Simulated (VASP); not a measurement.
## KBr: single point with PBEsol

Crystal: KBr.

```
CELL_PARAMETERS angstrom
0.00000 3.30000 3.30000
3.30000 0.00000 3.30000
3.30000 3.30000 0.00000
ATOMIC_POSITIONS crystal
K 0.00000 0.00000 0.00000
Br 0.50000 0.50000 0.50000
```

```yaml
Program: VASP 6.6.1
Task: single point
Functional: PBEsol
Potentials_or_basis: VASP PAW PBE potentials, release 64 (K_sv, Br)
Cutoff: 520 eV
k_mesh: 6 × 6 × 6
Occupations: gaussian, width 0.01 eV
Spin: no spin polarisation
Dipole_correction: no
Further_INCAR_settings: ALGO = Normal; EDIFF = 1e-07; NBANDS = 15
```

| Item | Value |
| --- | --- |
| Pressure | -0.3 GPa |
| Band gap on the k mesh | 4.28 eV, direct |

Levels at points of the mesh, in eV from the valence-band top:
| k point | band 5 | band 6 | band 7 | band 8 | band 9 | band 10 | band 11 | band 12 |
| --- | --- | --- | --- | --- | --- | --- | --- | --- |
| (0.00, 0.00, 0.00) | -11.15 | 0.00 | 0.00 | 0.00 | 4.28 | 7.53 | 7.53 | 7.53 |
| (0.50, 0.00, 0.00) | -10.92 | -1.21 | -0.34 | -0.34 | 6.44 | 8.13 | 9.72 | 9.72 |
| (0.50, 0.50, 0.00) | -11.19 | -0.83 | -0.29 | -0.29 | 5.75 | 7.09 | 9.33 | 9.35 |

It took 14 s on 1 thread of Intel(R) Xeon(R) Platinum 8488C (Sapphire Rapids), with other jobs on the host, peak memory 0.21 GiB.

Caveat: the PAW data sets were made with another functional, which shifts forces and pressure a little. As with any semilocal functional, this PBEsol gap is likely too small.
